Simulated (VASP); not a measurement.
Input of a VASP 6.6.1 run:

The input INCAR:

```
SYSTEM = MgBe2I6
PREC = Accurate ; ENCUT = 600
EDIFF = 1E-6 ; ISMEAR = 0
SIGMA = 0.02 ; LREAL = .FALSE.
LASPH = .TRUE. ; NELM = 100
ALGO = Normal ; ISIF = 3
LWAVE = .FALSE. ; LCHARG = .FALSE.
GGA = PE ; IBRION = 2
NSW = 100 ; EDIFFG = -0.01
```

The input KPOINTS:

```
Automatic mesh
0
G
  6 6 6
  0 0 0
```

The input POSCAR:

```
MgBe2I6
1.0
    3.6115022766      2.0851018116      7.9979625231
   -3.6115022766      2.0851018116      7.9979625231
    0.0000000000     -4.1702036231      7.9979625231
Mg Be I
1 2 6
Direct
    0.0000000000      0.0000000000      0.0000000000
    0.2655917533      0.2655917533      0.2655917533
    0.7344082467      0.7344082467      0.7344082467
    0.0529955624      0.4132365244      0.7575772375
    0.7575772375      0.0529955624      0.4132365244
    0.4132365244      0.7575772375      0.0529955624
    0.9470044376      0.5867634756      0.2424227625
    0.2424227625      0.9470044376      0.5867634756
    0.5867634756      0.2424227625      0.9470044376
```

Potentials or basis: VASP PAW PBE potentials, release 64 (Mg, Be, I).

Launch:

```bash
$ cat potpaw_PBE.64/Mg/POTCAR potpaw_PBE.64/Be/POTCAR potpaw_PBE.64/I/POTCAR > POTCAR
$ mpirun -np 1 vasp_std > vasp.out
```

Task: What does it give for the relaxed cell?

Result: a = 9.119 Å, b = 9.119 Å, c = 9.119 Å, α = 46.69°, β = 46.69°, γ = 46.69°.

Task: Estimate the relaxed volume.

Result: 40.74 Å³/atom.

Task: What does it give for the band gap on the k mesh?

Result: 3.27 eV, indirect (least direct gap 3.33 eV).

Task: Estimate the space group after relaxing (to 0.05 Å).

Result: R-3 (No. 148).

Final structure:
```xyz
9
Lattice="3.6132 2.0861 8.1083 -3.6132 2.0861 8.1083 0.0000 -4.1721 8.1083" Properties=species:S:1:pos:R:3 pbc="T T T"
Mg    0.0000    0.0000    0.0000
Be    0.0000    0.0000    6.4926
Be    0.0000    0.0000   17.8324
I    -1.3027   -2.1934    9.8984
I     2.5509   -0.0315    9.8984
I    -1.2482    2.2249    9.8984
I     1.3027    2.1934   14.4266
I    -2.5509    0.0315   14.4266
I     1.2482   -2.2249   14.4266
```

Caveat: spin-orbit coupling is left out, which moves the levels of the heavy elements. A k mesh can miss the band edges.
